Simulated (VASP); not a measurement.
Write the native input for VASP 6.6.1 that does the following.

* Task: single point
* Functional: PBE
* Dispersion: D3(BJ)
* Potentials or basis: VASP PAW PBE potentials, release 64 (C, O, H)
* Cutoff: 520 eV
* k mesh: 1 × 1 × 1
* Occupations: gaussian, width 0.005 eV
* Spin: no spin polarisation
* Dipole correction: no
* Further INCAR settings: ALGO = Normal; EDIFF = 1e-06; NBANDS = 18; ISYM = 0

The structure of C2OH4 lies in POSCAR:

```
H4C2O
1.0
   14.0000000000      0.0000000000      0.0000000000
    0.0000000000     14.5000000000      0.0000000000
    0.0000000000      0.0000000000     15.0000000000
C O H
2 1 4
Direct
    0.4436423882      0.4949420371      0.4981208828
    0.5489675636      0.4990429825      0.5189660122
    0.5962293348      0.4324521046      0.5401415330
    0.4146453341      0.5627326706      0.4804952378
    0.4051149024      0.4674094890      0.5561518532
    0.4317091544      0.4465131074      0.4428666529
    0.5833121421      0.5686529734      0.5139669408
```

These files were run (other wordings do the same):

INCAR

```
SYSTEM = H4C2O
PREC = Accurate ; ENCUT = 520
EDIFF = 1E-6 ; ISMEAR = 0
SIGMA = 0.005 ; LREAL = .False.
LASPH = .True. ; NELM = 100
ALGO = Normal ; ISIF = 2
LWAVE = .False. ; LCHARG = .True.
GGA = PE ; IVDW = 12
LELF = .True. ; LVHAR = .True.
ISYM = 0 ; NBANDS = 18
```

KPOINTS

```
regular mesh
0
Gamma
  1 1 1
  0 0 0
```

Potentials or basis: VASP PAW PBE potentials, release 64 (C, O, H).

Run with:

```bash
$ cat potpaw_PBE.64/C/POTCAR potpaw_PBE.64/O/POTCAR potpaw_PBE.64/H/POTCAR > POTCAR
$ mpirun -np 1 vasp_gam > vasp.out
```

Results of the run:

- Largest force: 0.521 eV/Å
- Gap between the frontier levels: 3.73 eV
- Dispersion energy per atom: -0.012 eV

Run time: 4.3 min on 1 thread of Oxide Virtual Turin-like Processor, on a shared host, peak memory 1.8 GiB.
